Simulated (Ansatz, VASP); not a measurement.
## One calculation of Ti3Ag, two programs

```
Ti Ag
1.0
     4.17300    0.00000    0.00000
     0.00000    4.17300    0.00000
     0.00000    0.00000    3.93679
Ti Ag
3 1
Direct
  0.00000 0.50000 0.50000
  0.50000 0.00000 0.50000
  0.50000 0.50000 0.00000
  0.00000 0.00000 0.00000
```

Change from the starting cell: volume scaled by 0.99, crystal datasets.

Alike in both runs: task electric field gradients; functional LDA; k mesh 9 × 9 × 9; occupations fermi-dirac, width 0.08 eV; no spin polarisation.

```csv
,VASP,Ansatz
version,VASP 6.6.1,Ansatz 0.2.0
potentials or method,"VASP PAW LDA potentials, release 64 (Ti_sv, Ag), cutoff 520 eV","all-electron PAW with datasets made for the crystal, scalar-relativistic"
```

VASP gave:

- pressure (GPa): -8.8
- traceless stress, the component that is largest in VASP (GPa): 1.44
- size of Vzz on the site where it differs most (V/Å²): 7.6

Question: Which values does Ansatz return?

Answer: Pressure (GPa): -8.9; traceless stress, the component that is largest in VASP (GPa): 1.44; size of Vzz on the site where it differs most (V/Å²): 10.8.

LDA's correlation is that of Perdew and Zunger in VASP and of Perdew and Wang (1992) in Ansatz. Ansatz ran all-electron here, and VASP with PAW potentials.
